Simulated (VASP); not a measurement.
# Al (Fd-3m) in VASP: a series of runs

Runs on Al. Level: PBEsol. Tasks: single point.

All numbers are computed with VASP 6.6.1; they aren't measurements. Logs are shortened: lines on timing, memory, paths and dates and some standing lists are left out, and cuts for length are marked.

## (1) The cell of the first run

It takes space group Fd-3m (No. 227, cubic). Conventional cell: a = 5.745 Å, b = 5.745 Å, c = 5.745 Å, α = 90.00°, β = 90.00°, γ = 90.00°. Al (site symmetry -43m) has 4 Al at 2.49 Å within 3.3 Å.

## (2) Single point, PBEsol (volume scaled by 0.88)

File INCAR:

```
SYSTEM = Al
PREC     = Accurate       ! precision mode
ENCUT    = 520            ! plane-wave cutoff, eV
EDIFF    = 1E-6           ! SCF threshold, eV
ISMEAR   = -1             ! smearing method
SIGMA    = 0.1            ! smearing width, eV
LREAL    = .False.        ! projectors in reciprocal space
LASPH    = .True.         ! aspherical terms in the spheres
NELM     = 100            ! most SCF steps
ALGO     = Normal         ! electronic algorithm
ISIF     = 2              ! what is computed and relaxed
LWAVE    = .False.        ! write WAVECAR
LCHARG   = .True.         ! write CHGCAR
GGA      = PS             ! functional
LELF     = .True.         ! ELF
LVHAR    = .True.       
NBANDS   = 10             ! bands
```

File KPOINTS:

```
regular mesh
0
Gamma
  10 10 10
  0 0 0
```

File POSCAR:

```
Al
1.0
    0.0000000000      2.8723648297      2.8723648297
    2.8723648297      0.0000000000      2.8723648297
    2.8723648297      2.8723648297      0.0000000000
Al
2
Direct
    0.1250000000      0.1250000000      0.1250000000
    0.8750000000      0.8750000000      0.8750000000
```

Potentials or basis: VASP PAW PBE potentials, release 64 (Al).

The run is started by

```bash
cat potpaw_PBE.64/Al/POTCAR > POTCAR
mpirun -np 1 vasp_std > vasp.out
```

OUTCAR:

```text
SYSTEM = Al
   PREC = Accurate
   ENCUT = 520
   EDIFF = 1E-6
   ISMEAR = -1
   LREAL = .False.
   LASPH = .True.
   NELM = 100
   ISIF = 2
   GGA = PS

 ion  position               nearest neighbor table
   1  0.125  0.125  0.125-   2 2.49   2 2.49   2 2.49   2 2.49
   2  0.875  0.875  0.875-   1 2.49   1 2.49   1 2.49   1 2.49

  LATTYP: Found a face centered cubic cell.
 ALAT       =     5.7447296594

  Lattice vectors:

 A1 = (   0.0000000000,   2.8723648297,   2.8723648297)
 A2 = (   2.8723648297,   0.0000000000,   2.8723648297)
 A3 = (   2.8723648297,   2.8723648297,   0.0000000000)

Analysis of symmetry for initial positions (statically):
=====================================================================
 Subroutine PRICEL returns:
 Original cell was already a primitive cell.

 Routine SETGRP: Setting up the symmetry group for a
 face centered cubic supercell.

 Subroutine GETGRP returns: Found 48 space group operations
 (whereof 12 operations were pure point group operations)
 out of a pool of 48 trial point group operations.

The static configuration has the point symmetry D_3d.
 The point group associated with its full space group is O_h .

Analysis of symmetry for dynamics (positions and initial velocities):
=====================================================================
 Subroutine PRICEL returns:
 Original cell was already a primitive cell.

 Routine SETGRP: Setting up the symmetry group for a
 face centered cubic supercell.

 Subroutine GETGRP returns: Found 48 space group operations
 (whereof 12 operations were pure point group operations)
 out of a pool of 48 trial point group operations.

The dynamic configuration has the point symmetry D_3d.
 The point group associated with its full space group is O_h .

 Subroutine INISYM returns: Found 48 space group operations
 (whereof 12 operations are pure point group operations),
 and found     1 'primitive' translations

----------------------------------------------------------------------------------------

                                     Primitive cell

  volume of cell :      47.3968

  direct lattice vectors                    reciprocal lattice vectors
     0.000000000  2.872364830  2.872364830    -0.174072595  0.174072595  0.174072595
     2.872364830  0.000000000  2.872364830     0.174072595 -0.174072595  0.174072595
     2.872364830  2.872364830  0.000000000     0.174072595  0.174072595 -0.174072595

  length of vectors
     4.062137298  4.062137298  4.062137298     0.301502579  0.301502579  0.301502579

  position of ions in fractional coordinates (direct lattice)
     0.125000000  0.125000000  0.125000000
     0.875000000  0.875000000  0.875000000

  ion indices of the primitive-cell ions
   primitive index   ion index
                 1           1
                 2           2

----------------------------------------------------------------------------------------

 KPOINTS: regular mesh

Automatic generation of k-mesh.
 Grid dimensions read from file:
 generate k-points for:   10   10   10

 Generating k-lattice:

  Cartesian coordinates                     Fractional coordinates (reciprocal lattice)
    -0.017407260  0.017407260  0.017407260     0.100000000  0.000000000  0.000000000
     0.017407260 -0.017407260  0.017407260     0.000000000  0.100000000  0.000000000
     0.017407260  0.017407260 -0.017407260     0.000000000  0.000000000  0.100000000

  Length of vectors
     0.030150258  0.030150258  0.030150258

  Shift w.r.t. Gamma in fractional coordinates (k-lattice)
     0.000000000  0.000000000  0.000000000

 Subroutine IBZKPT returns following result:
 ===========================================

 Found     47 irreducible k-points:

 Following reciprocal coordinates:
            Coordinates               Weight
  0.000000  0.000000  0.000000      1.000000
  0.100000  0.000000  0.000000      8.000000
  0.200000  0.000000  0.000000      8.000000
  0.300000  0.000000  0.000000      8.000000
  0.400000  0.000000  0.000000      8.000000
  0.500000  0.000000  0.000000      4.000000
[... 16 lines left out ...]
  0.300000  0.300000  0.000000      6.000000
  0.400000  0.300000  0.000000     24.000000
 [... further k-points ...]
   k-points           NKPTS =     47   k-points in BZ     NKDIM =     47   number of bands    NBANDS=     10
   number of dos      NEDOS =    301   number of ions     NIONS =      2
   total plane-waves  NPLWV =  27000
   dimension x,y,z NGX =    30 NGY =   30 NGZ =   30
   dimension x,y,z NGXF=    60 NGYF=   60 NGZF=   60
   ions per type =               2
   NGX,Y,Z   is equivalent  to a cutoff of  12.28, 12.28, 12.28 a.u.
   NGXF,Y,Z  is equivalent  to a cutoff of  24.56, 24.56, 24.56 a.u.
 SYSTEM =  Al
   PREC   = accura    normal or accurate (medium, high low for compatibility)
   ISTART =      0    job   : 0-new  1-cont  2-samecut
   ICHARG =      2    charge: 1-file 2-atom 10-const
   ISPIN  =      1    spin polarized calculation?
   LNONCOLLINEAR =      F non collinear calculations
   LSORBIT =      F    spin-orbit coupling
   LASPH  =      T    aspherical Exc in radial PAW
   ENCUT  =  520.0 eV  38.22 Ry    6.18 a.u.   7.55  7.55  7.55*2*pi/ulx,y,z
   NELM   =    100;   NELMIN=  2; NELMDL= -5     # of ELM steps
   EDIFF  = 0.1E-05   stopping-criterion for ELM
   LREAL  =      F    real-space projection
   EDIFFG = 0.1E-04   stopping-criterion for IOM
   NSW    =      0    number of steps for IOM
   IBRION =     -1    ionic relax: 0-MD 1-quasi-New 2-CG
   NFREE  =      0    steps in history (QN), initial steepest desc. (CG)
   ISIF   =      2    stress and relaxation
   ISYM   =      2    0-nonsym 1-usesym 2-fastsym
   POTIM  = 0.5000    time-step for ionic-motion
   TEBEG  =    0.0;   TEEND  =   0.0 temperature during run
   PSTRESS=    0.0 pullay stress
   NELECT =       6.0000    total number of electrons
   NUPDOWN=      -1.0000    fix difference up-down
   EMIN   =  10.00;   EMAX   =-10.00  energy-range for DOS
   EFERMI =   0.00;   METHOD = LEGACY
   ISMEAR =    -1;   SIGMA  =   0.10  broadening in eV -4-tet -1-fermi 0-gaus
   EFERMI_NEDOS =   21; number of points for ismear=-14 and -15
   IALGO  =     38    algorithm
   IMIX   =      4    mixing-type and parameters
     AMIX     =   0.40;   BMIX     =  1.00
     AMIX_MAG =   1.60;   BMIX_MAG =  1.00
  volume/ion in A,a.u.               =      23.70       159.92
  Fermi-wavevector in a.u.,A,eV,Ry     =   0.822007  1.553368  9.193401  0.675696
  Thomas-Fermi vector in A             =   1.933266
   LORBIT       =      0    0 simple, 1 ext, 2 COOP (PROOUT), +10 PAW based schemes
   GGA     = PS    functional components
   LHFCALC =     F    Hartree Fock is set to
   AEXX    =    0.0000 exact exchange contribution
   IVDW    =     0    specifies the selected vdW correction
   LEPSILON=     F    determine dielectric tensor
   LRPA    =     F    only Hartree local field effects (RPA)
 non-spin polarized calculation
  energy-cutoff  :      520.00
  volume of cell :       47.40
 maximum number of plane-waves:      1298
   NGX = 15   NGY = 15   NGZ = 15

 number of electron       6.0000000 magnetization

 Free energy of the ion-electron system (eV)
  ---------------------------------------------------
  ext. energy  EPLUGINS =         0.00000000
  ---------------------------------------------------
  free energy    TOTEN  =        -6.40982505 eV

  energy without entropy =       -6.36942849  energy(sigma->0) =       -6.38962677

 E-fermi :   3.7734     XC(G=0):  -8.7547

 val. band max:        3.7457059312   @ k =   0.5000   0.3000   0.0000
 cond. band min:       3.8523226525   @ k =  -0.3000   0.3000   0.1000
 fundamental gap:      0.1066167214
 Fermi energy:         3.7734252601

 k-point     1 :       0.0000    0.0000    0.0000
  band No.  band energies     occupation
      1      -4.7578      2.00000
      2       6.1913      0.00000
      3       6.1913      0.00000
      4       6.1913      0.00000
      5       8.0214      0.00000
      6       8.0214      0.00000
      7       8.0214      0.00000
      8      10.5705      0.00000
      9      12.0082      0.00000
     10      12.0082      0.00000

 k-point     2 :       0.1000    0.0000    0.0000
  band No.  band energies     occupation
      1      -4.6329      2.00000
      2       5.1248      0.00000
      3       5.9758      0.00000
      4       5.9758      0.00000
      5       8.2448      0.00000
      6       8.3327      0.00000
      7       8.3327      0.00000
      8      11.1254      0.00000
      9      11.6038      0.00000
     10      11.6038      0.00000

 k-point     3 :       0.2000    0.0000    0.0000
  band No.  band energies     occupation
      1      -4.2623      2.00000
      2       3.3834      1.96031
      3       5.6040      0.00000
      4       5.6040      0.00000
      5       8.1173      0.00000
      6       8.7707      0.00000
      7       8.7707      0.00000
      8      11.2967      0.00000
      9      11.2967      0.00000
     10      12.1958      0.00000

 k-point     4 :       0.3000    0.0000    0.0000
  band No.  band energies     occupation
      1      -3.6631      2.00000
      2       1.6929      2.00000
      3       5.3040      0.00000
      4       5.3040      0.00000
      5       7.8734      0.00000
      6       8.6990      0.00000
      7       8.6990      0.00000
      8      11.9741      0.00000
      9      11.9741      0.00000
     10      12.1721      0.00000

 k-point     5 :       0.4000    0.0000    0.0000
  band No.  band energies     occupation
      1      -2.9020      2.00000
      2       0.2517      2.00000
      3       5.1248      0.00000
      4       5.1248      0.00000
      5       7.7035      0.00000
      6       8.4219      0.00000
      7       8.4219      0.00000
      8      11.7489      0.00000
      9      13.3651      0.00000
     10      13.3651      0.00000

 k-point     6 :       0.5000    0.0000    0.0000
  band No.  band energies     occupation
      1      -2.3861      2.00000
      2      -0.4940      2.00000
      3       5.0665      0.00000
      4       5.0665      0.00000
      5       7.6456      0.00000
      6       8.3022      0.00000
      7       8.3022      0.00000
      8      11.5876      0.00000
      9      14.6741      0.00000
     10      14.6741      0.00000
[... 183 lines left out ...]
 k-point    21 :      -0.3000    0.2000    0.0000
  band No.  band energies     occupation
      1      -2.7415      2.00000
      2       0.9780      2.00000
      3       2.6849      1.99996
      4       4.8971      0.00003
      5       7.7077      0.00000
      6       9.6365      0.00000
      7       9.9663      0.00000
      8      11.2511      0.00000
      9      11.9955      0.00000
     10      14.3206      0.00000

 k-point    22 :      -0.2000    0.2000    0.0000
  band No.  band energies     occupation
      1      -3.4574      2.00000
      2       2.2389      2.00000
      3       3.0281      1.99884
      4       5.3929      0.00000
      5       8.3262      0.00000
      6       9.3292      0.00000
      7       9.6670      0.00000
      8      10.3631      0.00000
      9      11.0477      0.00000
     10      15.1643      0.00000

 k-point    23 :       0.3000    0.3000    0.0000
  band No.  band energies     occupation
      1      -3.2764      2.00000
      2       2.5019      1.99999
      3       3.9181      0.38113
      4       3.9181      0.38113
      5       6.1535      0.00000
      6       7.1984      0.00000
      7      11.9964      0.00000
      8      11.9964      0.00000
      9      13.5873      0.00000
     10      15.3573      0.00000

 k-point    24 :       0.4000    0.3000    0.0000
  band No.  band energies     occupation
      1      -2.6819      2.00000
      2       1.5371      2.00000
      3       3.2146      1.99254
      4       3.7282      1.22213
      5       6.2719      0.00000
      6       7.1938      0.00000
      7      12.1521      0.00000
      8      12.3608      0.00000
      9      14.6892      0.00000
     10      16.4630      0.00000

 [... further k-points ...]
[... 5 lines left out ...]
  --------------------------------------------------------------------------------------
  -------------------------------------------------------------------------------------
  Total        1.9886782      1.9886782      1.9886782      0.0000000      0.0000000      0.0000000
  in kB       67.2243003     67.2243003     67.2243003      0.0000000      0.0000000      0.0000000
  external PRESSURE =      67.2243003 kB  Pullay stress =       0.0000000 kB

 VOLUME and BASIS-vectors are now :
 -----------------------------------------------------------------------------
  energy-cutoff  :      520.00
  volume of cell :       47.40
      direct lattice vectors                 reciprocal lattice vectors
     0.000000000  2.872364830  2.872364830    -0.174072595  0.174072595  0.174072595
     2.872364830  0.000000000  2.872364830     0.174072595 -0.174072595  0.174072595
     2.872364830  2.872364830  0.000000000     0.174072595  0.174072595 -0.174072595

 POSITION                                       TOTAL-FORCE (eV/Angst)
 -----------------------------------------------------------------------------------
      0.71809      0.71809      0.71809        -0.000000      0.000000     -0.000000
      5.02664      5.02664      5.02664         0.000000     -0.000000      0.000000
 -----------------------------------------------------------------------------------
    total drift:                               -0.000000      0.000000      0.000000

  FREE ENERGIE OF THE ION-ELECTRON SYSTEM (eV)
  ---------------------------------------------------
  free  energy   TOTEN  =        -6.4098250462 eV

  energy  without entropy=       -6.3694284860  energy(sigma->0) =       -6.38962677
```

It took 14 s on 1 thread of Intel Xeon Platinum 8488C (Sapphire Rapids), shared host; peak memory 0.16 GiB.

Results:

```
Free energy            : -6.4098 eV
Pressure               : 6.7 GPa
Band gap on the k mesh : zero (band 3 reaches 6.19 eV, above the bottom of band 4 at 2.16 eV)
```

Levels at points of the mesh, in eV from the Fermi level:
```csv
k point,band 1,band 2,band 3,band 4,band 5,band 6,band 7,band 8
"(0.00, 0.00, 0.00)",-8.53,2.42,2.42,2.42,4.25,4.25,4.25,6.80
"(0.50, 0.00, 0.00)",-6.16,-4.27,1.29,1.29,3.87,4.53,4.53,7.81
"(0.50, 0.50, 0.00)",-4.54,-4.54,-0.44,-0.44,2.03,2.03,11.43,11.43
```

Caveat: the PAW data sets were made with another functional, which shifts forces and pressure a little.

## (3) Single point, PBEsol (volume scaled by 0.92)

File INCAR:

```
SYSTEM = Al
PREC = Accurate
ENCUT = 520
EDIFF = 1E-7
ISMEAR = -1
SIGMA = 0.1
LREAL = .FALSE.
LASPH = .TRUE.
NELM = 60
ALGO = Normal
ISIF = 2
LWAVE = .FALSE.
LCHARG = .FALSE.
GGA = PS
NBANDS = 10
```

File KPOINTS:

```
Automatic mesh
0
G
  10 10 10
  0 0 0
```

File POSCAR:

```
Al
1.0
    0.0000000000      2.9152422680      2.9152422680
    2.9152422680      0.0000000000      2.9152422680
    2.9152422680      2.9152422680      0.0000000000
Al
2
Direct
    0.1250000000      0.1250000000      0.1250000000
    0.8750000000      0.8750000000      0.8750000000
```

Potentials or basis: VASP PAW PBE potentials, release 64 (Al).

The run is started by

```bash
cat potpaw_PBE.64/Al/POTCAR > POTCAR
mpirun -np 1 vasp_std > vasp.out
```

Run time: 13 s. Hardware: 1 thread of Intel Xeon Platinum 8488C (Sapphire Rapids), shared host; peak memory 0.17 GiB.

It converged, with:

| Quantity | Value |
| --- | --- |
| Free energy | -6.4815 eV |
| Pressure | 4.0 GPa |
| Band gap on the k mesh | zero (band 3 reaches 5.78 eV, above the bottom of band 4 at 1.93 eV) |

Levels at points of the mesh, in eV from the Fermi level:
```tsv
k point	band 1	band 2	band 3	band 4	band 5	band 6	band 7
(0.00, 0.00, 0.00)	-8.33	2.32	2.32	2.32	4.15	4.15	4.15
(0.50, 0.00, 0.00)	-6.06	-4.14	1.23	1.23	3.67	4.48	4.48
(0.50, 0.50, 0.00)	-4.48	-4.48	-0.43	-0.43	2.04	2.04	11.21
```

Caveat: the PAW data sets were made with another functional, which shifts forces and pressure a little.
